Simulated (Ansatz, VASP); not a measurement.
**Two plane-wave programs on SiSb2**

The input INCAR:

```
PREC = Accurate ; ENCUT = 600
EDIFF = 1E-6 ; ISMEAR = 0
SIGMA = 0.1 ; LREAL = F
LASPH = T ; NELM = 60
ALGO = Normal ; ISIF = 3
LWAVE = F ; LCHARG = F
GGA = PE ; IBRION = 2
NSW = 90 ; EDIFFG = -0.04
```

KPOINTS

```
Automatic mesh
0
Gamma
  4 4 4
```

Contents of POSCAR:

```
SiSb2
1.0
    0.0000000000      3.2575242062      3.2575242062
    3.2575242062      0.0000000000      3.2575242062
    3.2575242062      3.2575242062      0.0000000000
Si Sb
1 2
Direct
    0.0000000000      0.0000000000      0.0000000000
    0.2500000000      0.2500000000      0.2500000000
    0.7500000000      0.7500000000      0.7500000000
```

Input for Ansatz:

```yaml
crystal:
  lattice:
    - [0.0, 3.2575242062, 3.2575242062]
    - [3.2575242062, 0.0, 3.2575242062]
    - [3.2575242062, 3.2575242062, 0.0]
  atoms:
    - { symbol: Si, position: [0.0, 0.0, 0.0] }
    - { symbol: Sb, position: [0.25, 0.25, 0.25] }
    - { symbol: Sb, position: [0.75, 0.75, 0.75] }
basis:
  ecutwfc: 420
kpoints:
  mp_grid: { grid: [4, 4, 4] }
hamiltonian:
  xc: pbe
scf:
  occupations: { method: gaussian, width: 0.1 }
  lower_state_search: "off"
output:
  forces: true
  stress: true
  eigenvalues: true
relax:
  adjacent_minimum: "off"
  f_tol: 0.04
  max_steps: 70
  cell: { stress_tol: 0.4 }
```

Alike in both runs: task relaxation of cell and atoms; functional PBE; k mesh 4 × 4 × 4; occupations gaussian, width 0.1 eV; no spin polarisation.

|  | VASP | Ansatz |
| --- | --- | --- |
| version | VASP 6.6.1 | Ansatz 0.2.0 |
| potentials or method | VASP PAW PBE potentials, release 64 (Si, Sb), cutoff 600 eV | scalar-relativistic, plane waves, PAW |
| valence electrons in the cell | 14 | 34 |

Ansatz gave:

| Property | Result |
| --- | --- |
| gap on the k mesh at the Fermi level, each at its own relaxed structure (eV) | none |
| relaxed volume (Å³/atom) | 26.58 |
| relaxed length of the cell vector where the two differ most in proportion (Å) | 4.831 |

Problem. Which values does VASP return?

Solution. gap on the k mesh at the Fermi level, each at its own relaxed structure (eV): none; relaxed volume (Å³/atom): 26.59; relaxed length of the cell vector where the two differ most in proportion (Å): 4.832.

A gap of «none» marks a metal or a gap that the smearing closes. VASP's potentials hold 14 valence electrons a cell and Ansatz's 34, so a difference there can come from the potentials and not from the codes.

The k mesh is coarse, so the values compare programs but aren't converged. Neither program's run includes spin-orbit coupling. Noted on VASP's run: the volume moved by over 15 % at a fixed basis, so the end points are rough.
